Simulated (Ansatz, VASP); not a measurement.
Two plane-wave programs on BaTiO3

The input POSCAR:

```
BaTiO3
1.0
    3.8520447055      0.0000000000      0.0000000000
    0.0000000000      3.8520447055      0.0000000000
    0.0000000000      0.0000000000      3.8520447055
Ba Ti O
1 1 3
Direct
    0.5000000000      0.5000000000      0.5000000000
    0.0000000000      0.0000000000      0.0000000000
    0.5000000000      0.0000000000      0.0000000000
    0.0000000000      0.5000000000      0.0000000000
    0.0000000000      0.0000000000      0.5000000000
```

INCAR.step1

```
SYSTEM = BaTiO3
PREC = Accurate
ENCUT = 520
ISMEAR = 0
SIGMA = 0.02
LREAL = .False.
LASPH = .True.
NELM = 60
NBANDS = 28
GGA = PE
ALGO = Normal
EDIFF = 1E-4
LWAVE = .True.
LCHARG = .False.
```

Contents of INCAR.step2:

```
SYSTEM = BaTiO3
PREC = Accurate
ENCUT = 520
EDIFF = 1E-6
ISMEAR = 0
SIGMA = 0.02
LREAL = .False.
LASPH = .True.
NELM = 60
ALGO = Normal
ISIF = 2
LWAVE = .False.
LCHARG = .False.
METAGGA = R2SCAN
LMIXTAU = .True.
NBANDS = 28
ISTART = 1
```

The input KPOINTS:

```
regular mesh
0
Gamma
  8 8 8
  0 0 0
```

Input for Ansatz:

```yaml
crystal:
  lattice:
    - [3.8520447055, 0.0, 0.0]
    - [0.0, 3.8520447055, 0.0]
    - [0.0, 0.0, 3.8520447055]
  atoms:
    - { symbol: Ba, position: [0.5, 0.5, 0.5] }
    - { symbol: Ti, position: [0.0, 0.0, 0.0] }
    - { symbol: O, position: [0.5, 0.0, 0.0] }
    - { symbol: O, position: [0.0, 0.5, 0.0] }
    - { symbol: O, position: [0.0, 0.0, 0.5] }
basis:
  ecutwfc: 500
kpoints:
  mp_grid: { grid: [8, 8, 8] }
  band_path: { path: [VBM, CBM], npoints: 2 }
hamiltonian:
  xc: r2scan
scf:
  occupations: { method: gaussian, width: 0.02 }
output:
  forces: true
  stress: true
  eigenvalues: true
checkpoint:
  read: start.run
  write: ck
  compress: false
  write_wavefunctions: false
  write_every: 100000
```

Alike in both runs: task single point; functional r2SCAN; k mesh 8 × 8 × 8; occupations gaussian, width 0.02 eV; no spin polarisation.

|  | VASP | Ansatz |
| --- | --- | --- |
| version | VASP 6.6.1 | Ansatz 0.2.0 |
| potentials or method | VASP PAW PBE potentials, release 64 (Ba_sv, Ti_sv, O), cutoff 520 eV | scalar-relativistic, plane waves, PAW |
| valence electrons in the cell | 40 | 40 |

Ansatz gave:

| Property | Result |
| --- | --- |
| gap on the k mesh at the Fermi level (eV) | 2.40 |
| least direct gap on the mesh (eV) | 2.40 |
| pressure (GPa) | 25.0 |

Question: Which values does VASP return?

Answer: gap on the k mesh at the Fermi level (eV): 2.40; least direct gap on the mesh (eV): 2.42; pressure (GPa): 28.0.

VASP's potentials were made for PBE, not for r2SCAN. The functional is the same, so the differences come from potentials, cutoffs and numerics.

Spin-orbit coupling is off throughout.
